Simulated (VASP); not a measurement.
# MgS in VASP: single point with AM05

Aim: the single point of MgS with AM05.

Everything below comes from runs of VASP 6.6.1. Logs are shortened: lines on timing, memory, paths and dates and some standing lists are left out, and cuts for length are marked.

### Step 1. The cell of the first run

The cell holds a slab with vacuum, 10 atoms: a = 3.679 Å, b = 3.679 Å, c = 25.407 Å, α = 90.00°, β = 90.00°, γ = 90.00°.

### Step 2. Single point, AM05

POSCAR

```
MgS
1.0
    3.6792887145      0.0000000000      0.0000000000
    0.0000000000      3.6792887145      0.0000000000
    0.0000000000      0.0000000000     25.4066000000
Mg S
5 5
Direct
    0.5000000000      0.5000000000      0.2951988853
    0.0000000000      0.0000000000      0.3975994427
    0.5000000000      0.5000000000      0.5000000000
    0.0000000000      0.0000000000      0.6024005573
    0.5000000000      0.5000000000      0.7048011147
    0.0000000000      0.0000000000      0.2951988853
    0.5000000000      0.5000000000      0.3975994427
    0.0000000000      0.0000000000      0.5000000000
    0.5000000000      0.5000000000      0.6024005573
    0.0000000000      0.0000000000      0.7048011147
```

INCAR.step1

```
SYSTEM = MgS
LDIPOL   = .TRUE.       
IDIPOL   = 3            
DIPOL    = 0.5 0.5 0.500
ISMEAR   = 0              ! smearing method
SIGMA    = 0.03           ! smearing width, eV
LWAVE    = .TRUE.         ! write WAVECAR
LCHARG   = .TRUE.         ! write CHGCAR
ISIF     = 0              ! what is computed and relaxed
NELM     = 100            ! most SCF steps
ALGO     = Normal         ! electronic algorithm
PREC     = Accurate       ! precision mode
LASPH    = .TRUE.         ! aspherical terms in the spheres
LREAL    = .FALSE.        ! projectors in reciprocal space
EDIFF    = 1E-5           ! SCF threshold, eV
GGA_COMPAT= .FALSE.      
ENCUT    = 400            ! plane-wave cutoff, eV
EFERMI   = MIDGAP       
NELMDL   = -8           
GGA      = PE             ! functional
```

INCAR.step2

```
SYSTEM = MgS
GGA      = AM             ! functional
LDIPOL   = .TRUE.       
IDIPOL   = 3            
DIPOL    = 0.5 0.5 0.500
ISMEAR   = 0              ! smearing method
SIGMA    = 0.03           ! smearing width, eV
LWAVE    = .FALSE.        ! write WAVECAR
LCHARG   = .FALSE.        ! write CHGCAR
ISIF     = 0              ! what is computed and relaxed
NELM     = 100            ! most SCF steps
ALGO     = All            ! electronic algorithm
PREC     = Accurate       ! precision mode
LASPH    = .TRUE.         ! aspherical terms in the spheres
LREAL    = .FALSE.        ! projectors in reciprocal space
EDIFF    = 1E-6           ! SCF threshold, eV
GGA_COMPAT= .FALSE.      
ENCUT    = 400            ! plane-wave cutoff, eV
EFERMI   = MIDGAP       
NELMDL   = -8           
ISTART   = 1            
ISEARCH  = 1
```

KPOINTS

```
k-points
0
Gamma
  5 5 1
```

Potentials or basis: VASP PAW PBE potentials, release 64 (Mg, S).

Run with:

```sh
cat potpaw_PBE.64/Mg/POTCAR potpaw_PBE.64/S/POTCAR > POTCAR
cp INCAR.step1 INCAR
mpirun -np 1 vasp_std > vasp.out
cp INCAR.step2 INCAR
mpirun -np 1 vasp_std > vasp.out
```

OUTCAR:

```text
SYSTEM = MgS
   GGA = AM
   ISMEAR = 0
   ISIF = 0
   NELM = 100
   PREC = Accurate
   LASPH = .TRUE.
   LREAL = .FALSE.
   EDIFF = 1E-6
   ENCUT = 400
   EFERMI = MIDGAP
   NELMDL = -8
   ISTART = 1

 Found      6 irreducible k-points:

 Following reciprocal coordinates:
            Coordinates               Weight
  0.000000  0.000000  0.000000      1.000000
  0.200000  0.000000  0.000000      4.000000
  0.400000  0.000000  0.000000      4.000000
  0.200000  0.200000  0.000000      4.000000
  0.400000  0.200000  0.000000      8.000000
  0.400000  0.400000  0.000000      4.000000
   k-points           NKPTS =      6   k-points in BZ     NKDIM =      6   number of bands    NBANDS=     26
   number of dos      NEDOS =    301   number of ions     NIONS =     10
   total plane-waves  NPLWV =  96768
   dimension x,y,z NGX =    24 NGY =   24 NGZ =  168
   dimension x,y,z NGXF=    48 NGYF=   48 NGZF=  336
   ions per type =               5   5
   NGX,Y,Z   is equivalent  to a cutoff of  10.84, 10.84, 10.99 a.u.
   NGXF,Y,Z  is equivalent  to a cutoff of  21.69, 21.69, 21.99 a.u.
 SYSTEM =  MgS
   PREC   = accura    normal or accurate (medium, high low for compatibility)
   ISTART =      1    job   : 0-new  1-cont  2-samecut
   ICHARG =      0    charge: 1-file 2-atom 10-const
   ISPIN  =      1    spin polarized calculation?
   LNONCOLLINEAR =      F non collinear calculations
   LSORBIT =      F    spin-orbit coupling
   LASPH  =      T    aspherical Exc in radial PAW
   ENCUT  =  400.0 eV  29.40 Ry    5.42 a.u.   6.00  6.00 41.43*2*pi/ulx,y,z
   NELM   =    100;   NELMIN=  2; NELMDL= -8     # of ELM steps
   EDIFF  = 0.1E-05   stopping-criterion for ELM
   LREAL  =      F    real-space projection
   EDIFFG = 0.1E-04   stopping-criterion for IOM
   NSW    =      0    number of steps for IOM
   IBRION =     -1    ionic relax: 0-MD 1-quasi-New 2-CG
   NFREE  =      0    steps in history (QN), initial steepest desc. (CG)
   ISIF   =      0    stress and relaxation
   ISYM   =      2    0-nonsym 1-usesym 2-fastsym
   POTIM  = 0.5000    time-step for ionic-motion
   TEBEG  =    0.0;   TEEND  =   0.0 temperature during run

   SCALEE = 1.0000    scale energy and forces
   PSTRESS=    0.0 pullay stress
   NELECT =      40.0000    total number of electrons
   NUPDOWN=      -1.0000    fix difference up-down
   EMIN   =  10.00;   EMAX   =-10.00  energy-range for DOS
   EFERMI =   0.00;   METHOD = MIDGAP
   ISMEAR =     0;   SIGMA  =   0.03  broadening in eV -4-tet -1-fermi 0-gaus
   EFERMI_NEDOS =   21; number of points for ismear=-14 and -15
   IALGO  =     58    algorithm
   IMIX   =      4    mixing-type and parameters
     AMIX     =   0.40;   BMIX     =  1.00
     AMIX_MAG =   1.60;   BMIX_MAG =  1.00
  volume/ion in A,a.u.               =      34.39       232.10
  Fermi-wavevector in a.u.,A,eV,Ry     =   0.799104  1.510088  8.688238  0.638567
  Thomas-Fermi vector in A             =   1.906144
   LORBIT       =      0    0 simple, 1 ext, 2 COOP (PROOUT), +10 PAW based schemes
   GGA     = AM    functional components
   LHFCALC =     F    Hartree Fock is set to
   AEXX    =    0.0000 exact exchange contribution
   IVDW    =     0    specifies the selected vdW correction
   LEPSILON=     F    determine dielectric tensor
   LRPA    =     F    only Hartree local field effects (RPA)

   CSHIFT  =0.1000    complex shift for real part using Kramers Kronig

   OMEGAMAX=  -1.0    maximum frequency
 non-spin polarized calculation
 Gauss-broadening in eV      SIGMA  =   0.03
  energy-cutoff  :      400.00
  volume of cell :      343.93
 maximum number of plane-waves:      6300
 NGX is ok and might be reduce to    24
   NGX = 11   NGY = 11   NGZ = 83

 added-field ion interaction          0.000000 eV  (added to PSCEN)

 number of electron      40.0000017 magnetization

 DIPCOR: dipole corrections for dipol
 direction  3 min pos     1,
 dipolmoment           0.000000      0.000000     -0.000000 electrons x Angstroem
 Tr[quadrupol]      -110.591732

 energy correction for charged system         0.000000 eV

 dipol+quadrupol energy correction           -0.000000 eV

 added-field ion interaction         -0.000000 eV  (added to PSCEN)

 Free energy of the ion-electron system (eV)
  ---------------------------------------------------
  ext. energy  EPLUGINS =         0.00000000
  ---------------------------------------------------
  free energy    TOTEN  =       -42.39086899 eV

  energy without entropy =      -42.39086899  energy(sigma->0) =      -42.39086899

 E-fermi :   0.2453     XC(G=0):  -6.3558

 val. band max:       -0.4204780668   @ k =   0.0000   0.0000   0.0000
 cond. band min:      -6.3726239280   @ k =   0.2000   0.2000   0.0000
 fundamental gap:     -5.9521458613
 Fermi energy:         0.2453132807

 k-point     1 :       0.0000    0.0000    0.0000
  band No.  band energies     occupation
      1     -12.8322      2.00000
      2     -12.5437      2.00000
      3     -12.1262      2.00000
      4     -11.6743      2.00000
      5     -11.3445      2.00000
      6      -4.2609      2.00000
[... 18 lines left out ...]
     25       3.9135      0.00000
     26       4.1322      0.00000

 k-point     2 :       0.2000    0.0000    0.0000
  band No.  band energies     occupation
      1     -12.5828      2.00000
      2     -12.3186      2.00000
      3     -11.9469      2.00000
      4     -11.5635      2.00000
      5     -11.3029      2.00000
      6      -4.1470      2.00000
[... 18 lines left out ...]
     25       4.8427      0.00000
     26       5.2445      0.00000

 k-point     3 :       0.4000    0.0000    0.0000
  band No.  band energies     occupation
      1     -11.9696      2.00000
      2     -11.8063      2.00000
      3     -11.6146      2.00000
      4     -11.4659      2.00000
      5     -11.4143      2.00000
      6      -4.8401      2.00000
[... 50 lines left out ...]
 k-point     5 :       0.4000    0.2000    0.0000
  band No.  band energies     occupation
      1     -11.7884      2.00000
      2     -11.6415      2.00000
      3     -11.4737      2.00000
      4     -11.3466      2.00000
      5     -11.3103      2.00000
      6      -4.5309      2.00000
[... 18 lines left out ...]
     25       4.8496      0.00000
     26       5.2219      0.00000

 k-point     6 :       0.4000    0.4000    0.0000
  band No.  band energies     occupation
      1     -11.4016      2.00000
      2     -11.3142      2.00000
      3     -11.2386      2.00000
      4     -11.1635      2.00000
      5     -11.1607      2.00000
      6      -4.2512      2.00000
[... 18 lines left out ...]
     25       4.2864      0.00000
     26       4.7193      0.00000

------------------------ aborting loop because EDIFF is reached ----------------------------------------

 vacuum level on the upper side and lower side of the slab       (xc-potential included)        -8.756        -8.756

 VOLUME and BASIS-vectors are now :
 -----------------------------------------------------------------------------
  energy-cutoff  :      400.00
  volume of cell :      343.93
      direct lattice vectors                 reciprocal lattice vectors
     3.679288715  0.000000000  0.000000000     0.271791663  0.000000000  0.000000000
     0.000000000  3.679288715  0.000000000     0.000000000  0.271791663  0.000000000
     0.000000000  0.000000000 25.406600000     0.000000000  0.000000000  0.039359851

 POSITION                                       TOTAL-FORCE (eV/Angst)
 -----------------------------------------------------------------------------------
      1.83964      1.83964      7.50000        -0.000000     -0.000000      0.679359
      0.00000      0.00000     10.10165        -0.000000     -0.000000     -0.065010
      1.83964      1.83964     12.70330        -0.000000      0.000000      0.000000
      0.00000      0.00000     15.30495         0.000000      0.000000      0.065010
      1.83964      1.83964     17.90660         0.000000     -0.000000     -0.679359
      0.00000      0.00000      7.50000        -0.000000      0.000000     -0.538628
      1.83964      1.83964     10.10165        -0.000000     -0.000000     -0.041889
      0.00000      0.00000     12.70330        -0.000000      0.000000      0.000000
      1.83964      1.83964     15.30495         0.000000     -0.000000      0.041889
      0.00000      0.00000     17.90660        -0.000000      0.000000      0.538628
 -----------------------------------------------------------------------------------
    total drift:                                0.000000      0.000000     -0.000000

  FREE ENERGIE OF THE ION-ELECTRON SYSTEM (eV)
  ---------------------------------------------------
  free  energy   TOTEN  =       -42.3908689905 eV

  energy  without entropy=      -42.3908689905  energy(sigma->0) =      -42.39086899

 vacuum level on the upper side and lower side of the slab        -4.414        -4.414
```

OSZICAR.step1:

```text
N       E                     dE             d eps       ncg     rms          rms(c)
DAV:   1     0.234081935347E+03    0.23408E+03   -0.12691E+04   312   0.970E+02
DAV:   2    -0.978866027501E+01   -0.24387E+03   -0.23808E+03   458   0.191E+02
DAV:   3    -0.431305478585E+02   -0.33342E+02   -0.33235E+02   344   0.776E+01
[... 14 lines left out ...]
DAV:  18    -0.416933716747E+02   -0.19804E-03   -0.40786E-04   338   0.762E-02    0.150E-01
DAV:  19    -0.416934330318E+02   -0.61357E-04   -0.31340E-05   342   0.291E-02    0.137E-01
DAV:  20    -0.416934524875E+02   -0.19456E-04   -0.13180E-05   268   0.185E-02    0.825E-02
DAV:  21    -0.416935014903E+02   -0.49003E-04   -0.87476E-05   350   0.403E-02    0.605E-02
DAV:  22    -0.416935049190E+02   -0.34287E-05   -0.10037E-05   270   0.163E-02
   1 F= -.41693505E+02 E0= -.41693505E+02  d E =0.000000E+00
```

Wall time 3.6 min (1 thread of Intel Xeon 6975P-C (Granite Rapids), shared host); peak memory 0.32 GiB.

Results:

* Free energy: -42.3909 eV
* Largest force: 0.679 eV/Å
* Band gap on the k mesh: zero (bands 20 and 21 overlap by 5.95 eV)

Forces in eV/Å, atoms in the order of the input:
```
Mg   0.000  0.000  0.679
Mg   0.000  0.000 -0.065
Mg   0.000  0.000  0.000
Mg   0.000  0.000  0.065
Mg   0.000  0.000 -0.679
S    0.000  0.000 -0.539
S    0.000  0.000 -0.042
S    0.000  0.000  0.000
S    0.000  0.000  0.042
S    0.000  0.000  0.539
```

Caveat: the PAW data sets were made with another functional, which shifts forces and pressure a little.
